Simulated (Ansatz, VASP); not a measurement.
ScAl4: VASP beside Ansatz

The input INCAR:

```
SYSTEM = ScAl4
PREC = Accurate
ENCUT = 520
EDIFF = 1E-6
ISMEAR = 0
SIGMA = 0.1
LREAL = .False.
LASPH = .True.
NELM = 80
ALGO = Fast
ISIF = 2
LWAVE = .False.
LCHARG = .True.
GGA = PE
LELF = .True.
LVHAR = .True.
NBANDS = 20
```

Contents of KPOINTS:

```
regular mesh
0
Gamma
  6 6 6
  0 0 0
```

File POSCAR:

```
ScAl4
1.0
   -3.1745550200      3.1745550200      2.0077648900
    3.1745550200     -3.1745550200      2.0077648900
    3.1745550200      3.1745550200     -2.0077648900
Sc Al
1 4
Direct
    0.5000000000      0.5000000000      0.0000000000
    0.7000000000      0.9000000000      0.6000000000
    0.9000000000      0.3000000000      0.2000000000
    0.1000000000      0.7000000000      0.8000000000
    0.3000000000      0.1000000000      0.4000000000
```

Input for Ansatz:

```yaml
crystal:
  lattice:
    - [-3.17455502, 3.17455502, 2.00776489]
    - [3.17455502, -3.17455502, 2.00776489]
    - [3.17455502, 3.17455502, -2.00776489]
  atoms:
    - { symbol: Sc, position: [0.5, 0.5, 0.0] }
    - { symbol: Al, position: [0.7, 0.9, 0.6] }
    - { symbol: Al, position: [0.9, 0.3, 0.2] }
    - { symbol: Al, position: [0.1, 0.7, 0.8] }
    - { symbol: Al, position: [0.3, 0.1, 0.4] }
basis:
  ecutwfc: 420
kpoints:
  mp_grid: { grid: [6, 6, 6] }
hamiltonian:
  xc: pbe
scf:
  occupations: { method: gaussian, width: 0.1 }
  lower_state_search: "off"
output:
  forces: true
  stress: true
  eigenvalues: true
```

Alike in both runs: task single point; functional PBE; k mesh 6 × 6 × 6; occupations gaussian, width 0.1 eV; no spin polarisation.

|  | VASP | Ansatz |
| --- | --- | --- |
| version | VASP 6.6.1 | Ansatz 0.2.0 |
| potentials or method | VASP PAW PBE potentials, release 64 (Sc_sv, Al), cutoff 520 eV | scalar-relativistic, plane waves, PAW |
| valence electrons in the cell | 23 | 23 |

VASP gave:

| Item | Value |
| --- | --- |
| gap on the k mesh at the Fermi level (eV) | none |
| pressure (GPa) | 8.7 |
| traceless stress, the component that is largest in VASP (GPa) | -3.19 |
| rms of the force components (eV/Å) | 0.111 |

**Question.** What did Ansatz give for the same quantities?

**Answer.** gap on the k mesh at the Fermi level (eV): none; pressure (GPa): 8.6; traceless stress, the component that is largest in VASP (GPa): -3.18; rms of the force components (eV/Å): 0.109.

Atom by atom the forces differ by 0.003 eV/Å (rms over components). A gap of «none» marks a metal or a gap that the smearing closes. The functional is the same, so the differences come from potentials, cutoffs and numerics.
